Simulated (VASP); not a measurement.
Wanted: the native input for a VASP 6.6.1 run.

* Task: single point
* Functional: PBE
* Potentials or basis: VASP PAW PBE potentials, release 64 (Ta_pv)
* Cutoff: 520 eV
* k mesh: 16 × 16 × 16
* Occupations: gaussian, width 0.1 eV
* Spin: no spin polarisation
* Dipole correction: no
* Further INCAR settings: ALGO = Fast; EDIFF = 1e-07; NBANDS = 18

The structure of Ta lies in POSCAR:

```
Ta
1.0
    3.3190623908      0.0000000000      0.0000000000
    0.0000000000      3.3190623908      0.0000000000
    0.0000000000      0.0000000000      3.5182061342
Ta
2
Direct
    0.0000000000      0.0000000000      0.0000000000
    0.5000000000      0.5000000000      0.5000000000
```

This cell differs from its parent crystal: strain along c alone, the other axes held: +6.0 %.

One way to write it, as run:

INCAR

```
SYSTEM = Ta
PREC = Accurate ; ENCUT = 520
EDIFF = 1E-7 ; ISMEAR = 0
SIGMA = 0.1 ; LREAL = .FALSE.
LASPH = .TRUE. ; NELM = 80
ALGO = Fast ; ISIF = 2
LWAVE = .FALSE. ; LCHARG = .FALSE.
GGA = PE ; NBANDS = 18
```

KPOINTS

```
regular mesh
0
G
  16 16 16
  0 0 0
```

Potentials or basis: VASP PAW PBE potentials, release 64 (Ta_pv).

The run is started by

```bash
$ cat potpaw_PBE.64/Ta_pv/POTCAR > POTCAR
$ mpirun -np 1 vasp_std > vasp.out
```

Results of the run:

The pressure is -9.8 GPa. The band gap on the k mesh is zero (band 11 reaches 6.46 eV, above the bottom of band 12 at 3.83 eV).

Caveat: the cell differs from its parent crystal (strain along c alone, the other axes held: +6.0 %); spin-orbit coupling is left out, which moves the levels of the heavy elements.

It took 2.7 min on 1 thread of Intel(R) Xeon(R) 6975P-C (Granite Rapids), on a shared host, peak memory 0.33 GiB.
